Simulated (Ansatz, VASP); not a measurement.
Two plane-wave programs on GaP

File INCAR:

```
SYSTEM = GaP
ALGO = Normal ; EDIFF = 1E-6
ENCUT = 520 ; GGA = PE
ISIF = 2 ; ISMEAR = 0
LASPH = .TRUE. ; LCHARG = .FALSE.
LREAL = .FALSE. ; LWAVE = .FALSE.
NBANDS = 26 ; NELM = 60
PREC = Accurate ; SIGMA = 0.05
```

Contents of KPOINTS:

```
k-points
0
G
  9 9 9
  0 0 0
```

The input POSCAR:

```
GaP
1.0
    2.0030118108      1.1564394081      6.3746518549
   -2.0030118108      1.1564394081      6.3746518549
    0.0000000000     -2.3128788163      6.3746518549
Ga P
2 2
Direct
    0.4355841032      0.4355841032      0.4355841032
    0.5644158968      0.5644158968      0.5644158968
    0.0575077006      0.0575077006      0.0575077006
    0.9424922994      0.9424922994      0.9424922994
```

Input for Ansatz:

```yaml
crystal:
  lattice:
    - [2.0030118108, 1.1564394081, 6.3746518549]
    - [-2.0030118108, 1.1564394081, 6.3746518549]
    - [0.0, -2.3128788163, 6.3746518549]
  atoms:
    - { symbol: Ga, position: [0.4355841032, 0.4355841032, 0.4355841032] }
    - { symbol: Ga, position: [0.5644158968, 0.5644158968, 0.5644158968] }
    - { symbol: P, position: [0.0575077006, 0.0575077006, 0.0575077006] }
    - { symbol: P, position: [0.9424922994, 0.9424922994, 0.9424922994] }
basis:
  ecutwfc: 420
kpoints:
  mp_grid: { grid: [9, 9, 9] }
hamiltonian:
  xc: pbe
  pseudopotentials: { kind: paw, azcp: { folder: soft_1 } }
scf:
  occupations: { method: gaussian, width: 0.05 }
output:
  forces: true
  stress: true
  eigenvalues: true
  write_density: true
  write_potential: true
  elf: true
  volumetric_format: npy
```

Alike in both runs: task single point; functional PBE; k mesh 9 × 9 × 9; occupations gaussian, width 0.05 eV; no spin polarisation.

|  | VASP | Ansatz |
| --- | --- | --- |
| version | VASP 6.6.1 | Ansatz 0.2.0 |
| potentials or method | VASP PAW PBE potentials, release 64 (Ga_d, P), cutoff 520 eV | scalar-relativistic, plane waves, PAW |
| valence electrons in the cell | 36 | 36 |

|  | VASP | Ansatz | Ansatz less VASP |
| --- | --- | --- | --- |
| gap on the k mesh at the Fermi level (eV) | 0.68 | 0.69 | +0.009 |
| least direct gap on the mesh (eV) | 0.73 | 0.74 | +0.008 |
| pressure (GPa) | -2.8 | -2.8 | +0.03 |
| traceless stress, the component that is largest in VASP (GPa) | 3.94 | 4.03 | +0.093 |
| rms of the force components (eV/Å) | 0.165 | 0.180 | +0.0146 |

Atom by atom the forces differ by 0.018 eV/Å (rms over components). With one functional, cell and mesh, what is left measures potentials, basis and numerics.
